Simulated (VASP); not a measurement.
# AlN in VASP: a series of runs, part 2 of 2

VASP 6.6.1. Earlier steps stand in the parts before.

## Step 4: Single point, LDA (volume scaled by 0.975)

File INCAR:

```
SYSTEM = AlN
  PREC = Accurate
  ENCUT = 520
  EDIFF = 1E-6
  ISMEAR = -1
  SIGMA = 0.02
  LREAL = .False.
  LASPH = .True.
  NELM = 100
  ALGO = Normal
  ISIF = 2
  LWAVE = .False.
  LCHARG = .False.
  NBANDS = 11
```

File KPOINTS:

```
regular mesh
0
Gamma
  10 10 10
  0 0 0
```

File POSCAR:

```
AlN
1.0
    0.0000000000      1.9613773654      1.9613773654
    1.9613773654      0.0000000000      1.9613773654
    1.9613773654      1.9613773654      0.0000000000
Al N
1 1
Direct
    0.0000000000      0.0000000000      0.0000000000
    0.5000000000      0.5000000000      0.5000000000
```

Started as:

```bash
$ cat potpaw_LDA.64/Al/POTCAR potpaw_LDA.64/N/POTCAR > POTCAR
$ mpirun -np 1 vasp_std > vasp.out
```

Run time: 14 s. Hardware: 1 thread of Intel Xeon 8259CL, shared host; peak memory 0.13 GiB.

It converged, with:

```
Free energy            : -16.1600 eV
Pressure               : 22.0 GPa
Band gap on the k mesh : 5.01 eV, indirect (least direct gap 7.15 eV)
```

Levels at points of the mesh, in eV from the valence-band top:
```tsv
k point	band 1	band 2	band 3	band 4	band 5	band 6	band 7	band 8	band 9
(0.00, 0.00, 0.00)	-18.27	0.00	0.00	0.00	7.15	12.30	12.30	12.30	17.78
(0.50, 0.00, 0.00)	-14.55	-8.95	-1.26	-1.26	6.72	11.55	11.55	14.49	16.91
(0.50, 0.50, 0.00)	-13.41	-8.05	-3.06	-3.06	5.01	5.37	15.03	18.45	18.45
```

## Step 5: Single point, LDA (volume scaled by 0.94)

File INCAR:

```
PREC = Accurate
ENCUT = 520
EDIFF = 1E-6
ISMEAR = -1
SIGMA = 0.02
LREAL = False
LASPH = True
NELM = 100
ALGO = Normal
ISIF = 2
LWAVE = False
LCHARG = False
NBANDS = 11
```

File KPOINTS:

```
Automatic mesh
0
Gamma
  10 10 10
```

File POSCAR:

```
AlN
1.0
    0.0000000000      1.9376213230      1.9376213230
    1.9376213230      0.0000000000      1.9376213230
    1.9376213230      1.9376213230      0.0000000000
Al N
1 1
Direct
    0.0000000000      0.0000000000      0.0000000000
    0.5000000000      0.5000000000      0.5000000000
```

Potentials or basis: VASP PAW LDA potentials, release 64 (Al, N).

Started as:

```bash
$ cat potpaw_LDA.64/Al/POTCAR potpaw_LDA.64/N/POTCAR > POTCAR
$ mpirun -np 1 vasp_std > vasp.out
```

OUTCAR:

```text
PREC = Accurate
   ENCUT = 520
   EDIFF = 1E-6
   ISMEAR = -1
   LREAL = False
   LASPH = True
   NELM = 100
   ISIF = 2

 ion  position               nearest neighbor table
   1  0.000  0.000  0.000-   2 1.94   2 1.94   2 1.94   2 1.94   2 1.94   2 1.94
   2  0.500  0.500  0.500-   1 1.94   1 1.94   1 1.94   1 1.94   1 1.94   1 1.94

  LATTYP: Found a face centered cubic cell.
 ALAT       =     3.8752426460

  Lattice vectors:

 A1 = (   0.0000000000,   1.9376213230,   1.9376213230)
 A2 = (   1.9376213230,   0.0000000000,   1.9376213230)
 A3 = (   1.9376213230,   1.9376213230,   0.0000000000)
[... 511 lines left out ...]
      7      25.0855      0.00000
      8      28.4748      0.00000
      9      29.4023      0.00000
     10      34.5375      0.00000
     11      37.8957      0.00000

 [... further k-points ...]
[... 5 lines left out ...]
  --------------------------------------------------------------------------------------
  -------------------------------------------------------------------------------------
  Total        3.2788283      3.2788283      3.2788283     -0.0000000     -0.0000000     -0.0000000
  in kB      361.0709453    361.0709453    361.0709453     -0.0000000     -0.0000000     -0.0000000
  external PRESSURE =     361.0709453 kB  Pullay stress =       0.0000000 kB

 VOLUME and BASIS-vectors are now :
 -----------------------------------------------------------------------------
  energy-cutoff  :      520.00
  volume of cell :       14.55
      direct lattice vectors                 reciprocal lattice vectors
     0.000000000  1.937621323  1.937621323    -0.258048358  0.258048358  0.258048358
     1.937621323  0.000000000  1.937621323     0.258048358 -0.258048358  0.258048358
     1.937621323  1.937621323  0.000000000     0.258048358  0.258048358 -0.258048358

 POSITION                                       TOTAL-FORCE (eV/Angst)
 -----------------------------------------------------------------------------------
      0.00000      0.00000      0.00000        -0.000000     -0.000000     -0.000000
      1.93762      1.93762      1.93762         0.000000      0.000000      0.000000
 -----------------------------------------------------------------------------------
    total drift:                                0.000000      0.000000      0.000000

  FREE ENERGIE OF THE ION-ELECTRON SYSTEM (eV)
  ---------------------------------------------------
  free  energy   TOTEN  =       -16.0620283752 eV

  energy  without entropy=      -16.0620283752  energy(sigma->0) =      -16.06202838
```

stdout:

```text
POSCAR found type information on POSCAR AlN
 POSCAR found :  2 types and       2 ions
 scaLAPACK will be used
 LDA part: xc-table for (Slater(with rela. corr.)+CA(PZ))
 , standard interpolation
 POSCAR, INCAR and KPOINTS ok, starting setup
 FFT: planning ... GRIDC
 FFT: planning ... GRID_SOFT
 FFT: planning ... GRID
 WAVECAR not read
 entering main loop
```

It took 12 s on 1 thread of Intel Xeon 8259CL, shared host; peak memory 0.12 GiB.

Results:

| Quantity | Value |
| --- | --- |
| Free energy | -16.0620 eV |
| Pressure | 36.1 GPa |
| Band gap on the k mesh | 4.93 eV, indirect (least direct gap 7.74 eV) |

Levels at points of the mesh, in eV from the valence-band top:
```csv
k point,band 1,band 2,band 3,band 4,band 5,band 6,band 7,band 8
"(0.00, 0.00, 0.00)",-18.63,0.00,0.00,0.00,7.74,12.41,12.41,12.41
"(0.50, 0.00, 0.00)",-14.76,-9.21,-1.34,-1.34,6.96,11.86,11.86,15.02
"(0.50, 0.50, 0.00)",-13.56,-8.31,-3.16,-3.16,4.93,5.75,15.50,19.07
```

 A k mesh can miss the band edges.

## Step 6: Overview

```csv
cell,gap on the mesh (eV),pressure (GPa)
"a = 2.783, b = 2.783, c = 2.797 Å, angles 59.8, 59.8, 60.3°, 2 atoms",4.96,16.7
"a = 2.750 Å, angles 60.0°, 2 atoms",4.96,31.8
"a = 2.774 Å, angles 60.0°, 2 atoms",5.01,22.0
"a = 2.740 Å, angles 60.0°, 2 atoms",4.93,36.1
```

Alike in all rows: task single point; level LDA; potentials or basis VASP PAW LDA potentials, release 64 (Al, N); no spin polarisation; k mesh 10 × 10 × 10; cutoff (eV) 520; smearing fermi-dirac 0.02 eV.

Total energies depend on the potentials used, so only differences within one code and one set of settings carry meaning.
